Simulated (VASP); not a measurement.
# CoSi (P2_13) in VASP: a series of runs

Aim: see how the results for CoSi move with the level of theory and the settings. Levels: PBE, LDA, r2SCAN. Tasks: single point.

All numbers are computed with VASP 6.6.1; they aren't measurements. Logs are shortened: lines on timing, memory, paths and dates and some standing lists are left out, and cuts for length are marked.

### Step 1. The cell of the first run

The structure is cubic, space group P2_13 (No. 198). Conventional cell: a = 4.383 Å, b = 4.383 Å, c = 4.383 Å, α = 90.00°, β = 90.00°, γ = 90.00°. Within 3.0 Å of Co (site symmetry 3) lie 7 Si at 2.29 to 2.40 Å and 6 Co at 2.70 Å. Si (site symmetry 3) has 7 Co at 2.29 to 2.40 Å and 6 Si at 2.71 Å within 3.0 Å.

### Step 2. Single point, PBE

Input file INCAR:

```
SYSTEM = CoSi
ALGO     = Normal         ! electronic algorithm
EDIFF    = 1E-6           ! SCF threshold, eV
ENCUT    = 520            ! plane-wave cutoff, eV
GGA      = PE             ! functional
ISIF     = 2              ! what is computed and relaxed
ISMEAR   = -1             ! smearing method
LASPH    = .True.         ! aspherical terms in the spheres
LCHARG   = .False.        ! write CHGCAR
LREAL    = .False.        ! projectors in reciprocal space
LWAVE    = .False.        ! write WAVECAR
NBANDS   = 36             ! bands
NELM     = 60             ! most SCF steps
PREC     = Accurate       ! precision mode
SIGMA    = 0.02           ! smearing width, eV
```

Input file KPOINTS:

```
k-points
0
Gamma
  6 6 6
  0 0 0
```

Input file POSCAR:

```
CoSi
1.0
    4.3829984359      0.0000000000      0.0000000000
    0.0000000000      4.3829984359      0.0000000000
    0.0000000000      0.0000000000      4.3829984359
Co Si
4 4
Direct
    0.1456935094      0.1456935094      0.1456935094
    0.3543064906      0.8543064906      0.6456935094
    0.6456935094      0.3543064906      0.8543064906
    0.8543064906      0.6456935094      0.3543064906
    0.8436266998      0.8436266998      0.8436266998
    0.6563733002      0.1563733002      0.3436266998
    0.3436266998      0.6563733002      0.1563733002
    0.1563733002      0.3436266998      0.6563733002
```

Potentials or basis: VASP PAW PBE potentials, release 64 (Co, Si).

On the command line:

```
cat potpaw_PBE.64/Co/POTCAR potpaw_PBE.64/Si/POTCAR > POTCAR
mpirun -np 1 vasp_std > vasp.out
```

OUTCAR:

```text
SYSTEM = CoSi
   EDIFF = 1E-6
   ENCUT = 520
   GGA = PE
   ISIF = 2
   ISMEAR = -1
   LASPH = .True.
   LREAL = .False.
   NELM = 60
   PREC = Accurate

 ion  position               nearest neighbor table
   1  0.146  0.146  0.146-   5 2.29   6 2.31   7 2.31   8 2.31   7 2.40   8 2.40   6 2.40   3 2.70
                             4 2.70   2 2.70   2 2.70   4 2.70   3 2.70
   2  0.354  0.854  0.646-   6 2.29   5 2.31   7 2.31   8 2.31   7 2.40   8 2.40   5 2.40   1 2.70
                             1 2.70   3 2.70   3 2.70   4 2.70   4 2.70
   3  0.646  0.354  0.854-   7 2.29   6 2.31   5 2.31   8 2.31   8 2.40   6 2.40   5 2.40   1 2.70
                             4 2.70   2 2.70   2 2.70   4 2.70   1 2.70
   4  0.854  0.646  0.354-   8 2.29   6 2.31   7 2.31   5 2.31   6 2.40   5 2.40   7 2.40   1 2.70
                             3 2.70   2 2.70   1 2.70   2 2.70   3 2.70
   5  0.844  0.844  0.844-   1 2.29   2 2.31   3 2.31   4 2.31   3 2.40   4 2.40   2 2.40   7 2.71
                             8 2.71   8 2.71   7 2.71   6 2.71   6 2.71
   6  0.656  0.156  0.344-   2 2.29   1 2.31   3 2.31   4 2.31   3 2.40   4 2.40   1 2.40   7 2.71
                             7 2.71   8 2.71   8 2.71   5 2.71   5 2.71
   7  0.344  0.656  0.156-   3 2.29   2 2.31   1 2.31   4 2.31   4 2.40   2 2.40   1 2.40   5 2.71
                             6 2.71   6 2.71   5 2.71   8 2.71   8 2.71
   8  0.156  0.344  0.656-   4 2.29   2 2.31   3 2.31   1 2.31   2 2.40   1 2.40   3 2.40   5 2.71
                             5 2.71   6 2.71   6 2.71   7 2.71   7 2.71

  LATTYP: Found a simple cubic cell.
 ALAT       =     4.3829984359

  Lattice vectors:

 A1 = (   4.3829984359,   0.0000000000,   0.0000000000)
 A2 = (   0.0000000000,   4.3829984359,   0.0000000000)
 A3 = (   0.0000000000,   0.0000000000,   4.3829984359)

Analysis of symmetry for initial positions (statically):
=====================================================================
 Subroutine PRICEL returns:
 Original cell was already a primitive cell.

 Routine SETGRP: Setting up the symmetry group for a
 simple cubic supercell.

 Subroutine GETGRP returns: Found 12 space group operations
 (whereof  3 operations were pure point group operations)
 out of a pool of 48 trial point group operations.

The static configuration has the point symmetry C_3 .
 The point group associated with its full space group is T   .

Analysis of symmetry for dynamics (positions and initial velocities):
=====================================================================
 Subroutine PRICEL returns:
 Original cell was already a primitive cell.

 Routine SETGRP: Setting up the symmetry group for a
 simple cubic supercell.

[... 124 lines left out ...]
   POTIM  = 0.5000    time-step for ionic-motion
   TEBEG  =    0.0;   TEEND  =   0.0 temperature during run
   PSTRESS=    0.0 pullay stress
   NELECT =      52.0000    total number of electrons
   NUPDOWN=      -1.0000    fix difference up-down
   EMIN   =  10.00;   EMAX   =-10.00  energy-range for DOS
   EFERMI =   0.00;   METHOD = LEGACY
   ISMEAR =    -1;   SIGMA  =   0.02  broadening in eV -4-tet -1-fermi 0-gaus
   EFERMI_NEDOS =   21; number of points for ismear=-14 and -15
   IALGO  =     38    algorithm
   IMIX   =      4    mixing-type and parameters
     AMIX     =   0.40;   BMIX     =  1.00
     AMIX_MAG =   1.60;   BMIX_MAG =  1.00
  volume/ion in A,a.u.               =      10.53        71.03
  Fermi-wavevector in a.u.,A,eV,Ry     =   1.394134  2.634532 26.444428  1.943611
  Thomas-Fermi vector in A             =   2.517713
   LORBIT       =      0    0 simple, 1 ext, 2 COOP (PROOUT), +10 PAW based schemes
   GGA     = PE    functional components
   LHFCALC =     F    Hartree Fock is set to
   AEXX    =    0.0000 exact exchange contribution
   IVDW    =     0    specifies the selected vdW correction
   LEPSILON=     F    determine dielectric tensor
   LRPA    =     F    only Hartree local field effects (RPA)
 non-spin polarized calculation
  energy-cutoff  :      520.00
  volume of cell :       84.20
 maximum number of plane-waves:      2301
 NGX is ok and might be reduce to    36
   NGX = 17   NGY = 17   NGZ = 17

 number of electron      51.9999986 magnetization

 Free energy of the ion-electron system (eV)
  ---------------------------------------------------
  ext. energy  EPLUGINS =         0.00000000
  ---------------------------------------------------
  free energy    TOTEN  =       -54.68596994 eV

  energy without entropy =      -54.68426356  energy(sigma->0) =      -54.68511675

 E-fermi :  12.6141     XC(G=0): -13.0328

 val. band max:       12.6100126397   @ k =   0.0000   0.0000   0.0000
 cond. band min:      12.7042307890   @ k =   0.5000   0.5000   0.3333
 fundamental gap:      0.0942181493
 Fermi energy:        12.6140937597

 k-point     1 :       0.0000    0.0000    0.0000
  band No.  band energies     occupation
      1      -1.3333      2.00000
      2       4.2773      2.00000
      3       4.2773      2.00000
      4       4.2773      2.00000
      5       6.9824      2.00000
      6       6.9824      2.00000
[... 925 lines left out ...]
     35      18.5588      0.00000
     36      18.5588      0.00000

------------------------ aborting loop because EDIFF is reached ----------------------------------------

  FORCE on cell =-STRESS in cart. coord.  units (eV):
  Direction    XX          YY          ZZ          XY          YZ          ZX
  --------------------------------------------------------------------------------------
  -------------------------------------------------------------------------------------
  Total        4.0096120      4.0096120      4.0096120     -0.0000000     -0.0000000      0.0000000
  in kB       76.2955098     76.2955098     76.2955098     -0.0000000     -0.0000000      0.0000000
  external PRESSURE =      76.2955098 kB  Pullay stress =       0.0000000 kB

 VOLUME and BASIS-vectors are now :
 -----------------------------------------------------------------------------
  energy-cutoff  :      520.00
  volume of cell :       84.20
      direct lattice vectors                 reciprocal lattice vectors
     4.382998436  0.000000000  0.000000000     0.228154314  0.000000000  0.000000000
     0.000000000  4.382998436  0.000000000     0.000000000  0.228154314  0.000000000
     0.000000000  0.000000000  4.382998436     0.000000000  0.000000000  0.228154314

 POSITION                                       TOTAL-FORCE (eV/Angst)
 -----------------------------------------------------------------------------------
      0.63857      0.63857      0.63857         0.018906      0.018906      0.018906
      1.55292      3.74442      2.83007        -0.018906     -0.018906      0.018906
      2.83007      1.55292      3.74442         0.018906     -0.018906     -0.018906
      3.74442      2.83007      1.55292        -0.018906      0.018906     -0.018906
      3.69761      3.69761      3.69761        -0.000275     -0.000275     -0.000275
      2.87688      0.68538      1.50612         0.000275      0.000275     -0.000275
      1.50612      2.87688      0.68538        -0.000275      0.000275      0.000275
      0.68538      1.50612      2.87688         0.000275     -0.000275      0.000275
 -----------------------------------------------------------------------------------
    total drift:                                0.000000      0.000000      0.000000

  FREE ENERGIE OF THE ION-ELECTRON SYSTEM (eV)
  ---------------------------------------------------
  free  energy   TOTEN  =       -54.6859699355 eV

  energy  without entropy=      -54.6842635588  energy(sigma->0) =      -54.68511675
```

Wall time 32 s (1 thread of Intel Xeon 6975P-C (Granite Rapids), shared host); peak memory 0.23 GiB.

Results:

```yaml
Free_energy: -54.6860 eV
Pressure: 7.6 GPa
Largest_force: 0.033 eV/Å
Band_gap_on_the_k_mesh: zero (band 26 reaches 12.61 eV, above the bottom of band 27 at 12.39 eV)
```

Forces on the atoms (eV/Å):
```
Co   0.019  0.019  0.019
Co  -0.019 -0.019  0.019
Co   0.019 -0.019 -0.019
Co  -0.019  0.019 -0.019
Si   0.000  0.000  0.000
Si   0.000  0.000  0.000
Si   0.000  0.000  0.000
Si   0.000  0.000  0.000
```

### Step 3. Single point, LDA

Input file INCAR:

```
SYSTEM = CoSi
  PREC = Accurate
  ENCUT = 520
  EDIFF = 1E-6
  ISMEAR = -1
  SIGMA = 0.02
  LREAL = .False.
  LASPH = .True.
  NELM = 80
  ALGO = Normal
  ISIF = 2
  LWAVE = .False.
  LCHARG = .True.
  GGA = CA
  LELF = .True.
  LVHAR = .True.
  NBANDS = 36
```

Input file KPOINTS:

```
Automatic mesh
0
Gamma
  6 6 6
  0 0 0
```

POSCAR is that of step 2.

Potentials or basis: VASP PAW LDA potentials, release 64 (Co, Si).

On the command line:

```
cat potpaw_LDA.64/Co/POTCAR potpaw_LDA.64/Si/POTCAR > POTCAR
mpirun -np 1 vasp_std > vasp.out
```

OUTCAR:

```text
SYSTEM = CoSi
   PREC = Accurate
   ENCUT = 520
   EDIFF = 1E-6
   ISMEAR = -1
   LREAL = .False.
   LASPH = .True.
   NELM = 80
   ISIF = 2
   GGA = CA

 ion  position               nearest neighbor table
   1  0.146  0.146  0.146-   5 2.29   6 2.31   7 2.31   8 2.31   7 2.40   8 2.40   6 2.40   3 2.70
                             4 2.70   2 2.70   2 2.70   4 2.70   3 2.70
   2  0.354  0.854  0.646-   6 2.29   5 2.31   7 2.31   8 2.31   7 2.40   8 2.40   5 2.40   1 2.70
                             1 2.70   3 2.70   3 2.70   4 2.70   4 2.70
   3  0.646  0.354  0.854-   7 2.29   6 2.31   5 2.31   8 2.31   8 2.40   6 2.40   5 2.40   1 2.70
[... 1158 lines left out ...]
  in kB      -52.2378972    -52.2378972    -52.2378972      0.0000000     -0.0000000      0.0000000
  external PRESSURE =     -52.2378972 kB  Pullay stress =       0.0000000 kB

 VOLUME and BASIS-vectors are now :
 -----------------------------------------------------------------------------
  energy-cutoff  :      520.00
  volume of cell :       84.20
      direct lattice vectors                 reciprocal lattice vectors
     4.382998436  0.000000000  0.000000000     0.228154314  0.000000000  0.000000000
     0.000000000  4.382998436  0.000000000     0.000000000  0.228154314  0.000000000
     0.000000000  0.000000000  4.382998436     0.000000000  0.000000000  0.228154314

 POSITION                                       TOTAL-FORCE (eV/Angst)
 -----------------------------------------------------------------------------------
      0.63857      0.63857      0.63857        -0.020790     -0.020790     -0.020790
      1.55292      3.74442      2.83007         0.020790      0.020790     -0.020790
      2.83007      1.55292      3.74442        -0.020790      0.020790      0.020790
      3.74442      2.83007      1.55292         0.020790     -0.020790      0.020790
      3.69761      3.69761      3.69761        -0.046019     -0.046019     -0.046019
      2.87688      0.68538      1.50612         0.046019      0.046019     -0.046019
      1.50612      2.87688      0.68538        -0.046019      0.046019      0.046019
      0.68538      1.50612      2.87688         0.046019     -0.046019      0.046019
 -----------------------------------------------------------------------------------
    total drift:                                0.000000     -0.000000     -0.000000

  FREE ENERGIE OF THE ION-ELECTRON SYSTEM (eV)
  ---------------------------------------------------
  free  energy   TOTEN  =       -62.6131772003 eV

  energy  without entropy=      -62.6114415815  energy(sigma->0) =      -62.61230939
```

It took 30 s on 1 thread of Intel Xeon 6975P-C (Granite Rapids), shared host; peak memory 0.2 GiB.

What came out:

```
Free energy            : -62.6132 eV
Pressure               : -5.2 GPa
Largest force          : 0.080 eV/Å
Band gap on the k mesh : zero (band 26 reaches 12.47 eV, above the bottom of band 27 at 12.23 eV)
```

Forces on the atoms (eV/Å):
```
Co  -0.021 -0.021 -0.021
Co   0.021  0.021 -0.021
Co  -0.021  0.021  0.021
Co   0.021 -0.021  0.021
Si  -0.046 -0.046 -0.046
Si   0.046  0.046 -0.046
Si  -0.046  0.046  0.046
Si   0.046 -0.046  0.046
```

### Step 4. Single point, r2SCAN

POSCAR is that of step 3.

Input file INCAR.step1:

```
PREC = Accurate ; ENCUT = 520
ISMEAR = -1 ; SIGMA = 0.02
LREAL = F ; LASPH = T
NELM = 100 ; NBANDS = 36
GGA = PE ; ALGO = Normal
EDIFF = 1E-4 ; LWAVE = T
LCHARG = F
```

Input file INCAR.step2:

```
PREC = Accurate ; ENCUT = 520
EDIFF = 1E-6 ; ISMEAR = -1
SIGMA = 0.02 ; LREAL = F
LASPH = T ; NELM = 100
ALGO = Normal ; ISIF = 2
LWAVE = F ; LCHARG = F
METAGGA = R2SCAN ; LMIXTAU = T
NBANDS = 36 ; ISTART = 1
```

Input file KPOINTS:

```
Automatic mesh
0
Gamma
  6 6 6
```

Potentials or basis: VASP PAW PBE potentials, release 64 (Co, Si).

On the command line:

```
cat potpaw_PBE.64/Co/POTCAR potpaw_PBE.64/Si/POTCAR > POTCAR
cp INCAR.step1 INCAR
mpirun -np 1 vasp_std > vasp.out
cp INCAR.step2 INCAR
mpirun -np 1 vasp_std > vasp.out
```

Run time: 1.7 min. Hardware: 1 thread of Intel Xeon 6975P-C (Granite Rapids), shared host; peak memory 0.24 GiB.

It converged, with:

- Free energy: -91.9643 eV
- Pressure: 0.1 GPa
- Largest force: 0.004 eV/Å
- Band gap on the k mesh: zero (band 26 reaches 12.53 eV, above the bottom of band 27 at 12.32 eV)

Forces in eV/Å, atoms in the order of the input:
```
Co   0.002  0.002  0.002
Co  -0.002 -0.002  0.002
Co   0.002 -0.002 -0.002
Co  -0.002  0.002 -0.002
Si   0.002  0.002  0.002
Si  -0.002 -0.002  0.002
Si   0.002 -0.002 -0.002
Si  -0.002  0.002 -0.002
```

Levels at points of the mesh, in eV from the Fermi level:
```csv
k point,band 24,band 25,band 26,band 27,band 28,band 29
"(0.00, 0.00, 0.00)",-0.88,-0.01,-0.01,-0.01,2.86,2.86
"(0.50, 0.00, 0.00)",-0.72,-0.52,-0.52,1.09,1.09,1.71
"(0.50, 0.50, 0.00)",-1.11,-0.05,-0.05,0.68,0.68,2.29
"(0.50, 0.50, 0.50)",-1.35,-0.21,-0.21,-0.21,-0.21,6.09
```

Caveat: the PAW data sets were made with another functional, which shifts forces and pressure a little. Spin polarisation is off, so any magnetic state and its effect on volume and gap are missing.

### Step 5. The runs side by side

```tsv
level	potentials or basis	gap on the mesh (eV)	pressure (GPa)	largest force (eV/Å)
PBE	VASP PAW PBE potentials, release 64 (Co, Si)	none	7.6	0.03
LDA	VASP PAW LDA potentials, release 64 (Co, Si)	none	-5.2	0.08
r2SCAN	VASP PAW PBE potentials, release 64 (Co, Si)	none	0.1	-
```

Alike in all rows: task single point; no spin polarisation; cell as given; k mesh 6 × 6 × 6; cutoff (eV) 520; smearing fermi-dirac 0.02 eV.

Caveats: the PAW data sets were made with another functional, which shifts forces and pressure a little (some runs).

Total energies depend on the potentials used, so only differences within one code and one set of settings carry meaning.
